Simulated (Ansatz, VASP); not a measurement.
## One calculation of La3In, two programs

```
La In
1.0
     5.10230    0.00000    0.00000
     0.00000    5.10230    0.00000
     0.00000    0.00000    5.10230
La In
3 1
Cartesian
  0.0000 2.5511 2.5511
  2.5511 0.0000 2.5511
  2.5511 2.5511 0.0000
  0.0000 0.0000 0.0000
```

Change from the starting cell: volume scaled by 1.01, crystal datasets.

Alike in both runs: task electric field gradients; functional PBEsol; k mesh 7 × 7 × 7; occupations fermi-dirac, width 0.05 eV; no spin polarisation.

|  | VASP | Ansatz |
| --- | --- | --- |
| version | VASP 6.6.1 | Ansatz 0.2.0 |
| potentials or method | VASP PAW PBE potentials, release 64 (La, In_d), cutoff 520 eV | all-electron PAW with datasets made for the crystal, scalar-relativistic |

VASP gave:

| Property | Result |
| --- | --- |
| pressure (GPa) | -3.0 |
| size of Vzz on the site where it differs most (V/Å²) | 129.1 |

**Question.** Estimate Ansatz's values.

**Answer.** Pressure (GPa): -3.0; size of Vzz on the site where it differs most (V/Å²): 124.7.

VASP's potentials were made for PBE, not for PBEsol. Ansatz ran all-electron here, and VASP with PAW potentials.

Neither program's run includes spin-orbit coupling.
